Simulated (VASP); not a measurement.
A run of VASP 6.6.1 is set up as follows.

The input INCAR:

```
SYSTEM = Eu
PREC = Accurate ; ENCUT = 520
EDIFF = 1E-7 ; ISMEAR = 1
SIGMA = 0.1 ; LREAL = .FALSE.
LASPH = .TRUE. ; NELM = 150
ALGO = Normal ; ISIF = 2
LWAVE = .FALSE. ; LCHARG = .FALSE.
ISPIN = 2 ; MAGMOM = 7.02
LORBIT = 11 ; LMAXMIX = 6
GGA = PE ; NBANDS = 18
```

File KPOINTS:

```
Automatic mesh
0
G
  10 10 10
  0 0 0
```

Contents of POSCAR:

```
Eu
1.0
   -2.1939508085      2.1939508085      2.1939508085
    2.1939508085     -2.1939508085      2.1939508085
    2.1939508085      2.1939508085     -2.1939508085
Eu
1
Direct
    0.0000000000      0.0000000000      0.0000000000
```

Potentials or basis: VASP PAW PBE potentials, release 64 (Eu).

Launch:

```sh
$ cat potpaw_PBE.64/Eu/POTCAR > POTCAR
$ mpirun -np 1 vasp_std > vasp.out
```

Q: Predict the pressure.

A: -0.4 GPa.

Q: What does it give for the net moment?

A: 7.27 μB per cell.

Q: Predict the site moments.

A: Eu +6.67 μB.

 The state reached can hang on the start; a lower one may exist.
